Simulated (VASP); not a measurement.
A run of VASP 6.6.1:

POSCAR

```
LiF
1.0
    0.0000000000      2.0130000000      2.0130000000
    2.0130000000      0.0000000000      2.0130000000
    2.0130000000      2.0130000000      0.0000000000
Li F
1 1
Direct
    0.0000000000      0.0000000000      0.0000000000
    0.5000000000      0.5000000000      0.5000000000
```

The input INCAR.step1:

```
SYSTEM = LiF
PREC = Accurate
ENCUT = 830
ISMEAR = 0
SIGMA = 0.01
LREAL = .False.
LASPH = .True.
NELM = 120
NBANDS = 12
GGA = PE
ALGO = Normal
EDIFF = 1E-5
LWAVE = .True.
LCHARG = .False.
GGA_COMPAT = .False.
```

INCAR.step2

```
SYSTEM = LiF
PREC = Accurate
ENCUT = 830
EDIFF = 1E-6
ISMEAR = 0
SIGMA = 0.01
LREAL = .False.
LASPH = .True.
NELM = 120
ALGO = Normal
ISIF = 2
LWAVE = .False.
LCHARG = .True.
METAGGA = R2SCAN
LMIXTAU = .True.
LELF = .True.
LVHAR = .True.
NBANDS = 12
ISTART = 1
GGA_COMPAT = .False.
```

File KPOINTS:

```
Automatic mesh
0
Gamma
  4 4 4
  0 0 0
```

Potentials or basis: VASP PAW PBE potentials, release 64 (Li_sv, F).

The run is started by

```sh
$ cat potpaw_PBE.64/Li_sv/POTCAR potpaw_PBE.64/F/POTCAR > POTCAR
$ cp INCAR.step1 INCAR
$ mpirun -np 1 vasp_std > vasp.out
$ cp INCAR.step2 INCAR
$ mpirun -np 1 vasp_std > vasp.out
```

Hardware: 1 thread of Intel(R) Xeon(R) 6975P-C (Granite Rapids), with other jobs on the host.

**Question.** Estimate the wall time of this run.

**Answer.** It took 9.8 s on 1 thread of Intel(R) Xeon(R) 6975P-C (Granite Rapids), with other jobs on the host, peak memory 0.15 GiB. Counts: k points 8.
